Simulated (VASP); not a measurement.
The system is HfMg2C2.

```
CELL_PARAMETERS angstrom
3.37127 0.00000 0.00000
-1.68564 2.91961 0.00000
0.00000 0.00000 7.62954
ATOMIC_POSITIONS crystal
Mg 0.33333 0.66667 0.81033
Mg 0.66667 0.33333 0.18967
Hf 0.00000 0.00000 0.50000
C 0.33333 0.66667 0.33094
C 0.66667 0.33333 0.66906
```

* Program: VASP 6.6.1
* Task: relaxation of cell and atoms
* Functional: PBE
* Potentials or basis: VASP PAW PBE potentials, release 64 (Mg, Hf_pv, C)
* Cutoff: 600 eV
* k mesh: 12 × 12 × 6
* Occupations: gaussian, width 0.1 eV
* Spin: no spin polarisation

At the start: pressure -0.6 GPa; volume 15.02 Å³/atom.

Question: How do energy, volume and symmetry change on relaxing?

Answer: Over 18 steps the energy falls by 6.9 meV/atom and the volume is 14.32 Å³/atom (-4.7 %); space group P-3m1 (No. 164, to 0.1 Å) before and after.

The path:
```
step  energy change (eV)  largest force (eV/Å)  pressure (GPa)  volume (Å³)
   1              0.0000                0.1005           -0.60        75.10
   2             -0.0092                0.0976            0.44        74.48
   3             -0.0100                0.1514            0.86        74.24
   4             -0.0150                0.1391           -0.32        74.75
   5             -0.0150                0.1377           -0.40        74.78
   6             -0.0178                0.0805           -0.28        74.53
   7             -0.0202                0.1573           -0.04        74.05
   8             -0.0236                0.1196           -0.14        73.79
   9             -0.0302                0.0090           -0.40        72.99
  10             -0.0264                0.2748           -0.72        71.38
  11             -0.0317                0.0722           -0.47        72.50
  12             -0.0330                0.0630            0.46        71.67
  13             -0.0330                0.0560            0.32        71.79
  14             -0.0341                0.0444            0.20        71.63
  15             -0.0342                0.0397            0.14        71.56
  16             -0.0343                0.0048           -0.22        71.72
  17             -0.0344                0.0116           -0.09        71.66
  18             -0.0344                0.0066            0.02        71.59
```

Final structure:
```xyz
5
Lattice="3.4200 0.0000 0.0000 -1.7100 2.9618 0.0000 0.0000 0.0000 7.0679" Properties=species:S:1:pos:R:3 pbc="T T T"
Mg    0.0000    1.9745    5.8060
Mg    1.7100    0.9873    1.2619
Hf   -1.7100    2.9618    3.5340
C     0.0000    1.9745    2.2490
C     1.7100    0.9873    4.8189
```
